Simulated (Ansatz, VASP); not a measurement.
Two plane-wave programs on ZnS

```
Zn S
1.0
     0.00000    2.74843    2.74843
     2.74843    0.00000    2.74843
     2.74843    2.74843    0.00000
Zn S
1 1
Direct
  0.25000 0.25000 0.25000
  0.00000 0.00000 0.00000
```

Alike in both runs: task single point; functional PBE; k mesh 10 × 10 × 10; occupations gaussian, width 0.02 eV; no spin polarisation.

|  | VASP | Ansatz |
| --- | --- | --- |
| version | VASP 6.6.1 | Ansatz 0.2.0 |
| potentials or method | VASP PAW PBE potentials, release 64 (Zn, S), cutoff 520 eV | scalar-relativistic, plane waves, PAW |
| valence electrons in the cell | 18 | 18 |

Ansatz gave:

- gap on the k mesh at the Fermi level (eV): 1.89
- least direct gap on the mesh (eV): 1.89
- pressure (GPa): -1.9

Question: Estimate VASP's values.

Answer: gap on the k mesh at the Fermi level (eV): 1.89; least direct gap on the mesh (eV): 1.89; pressure (GPa): -1.8.
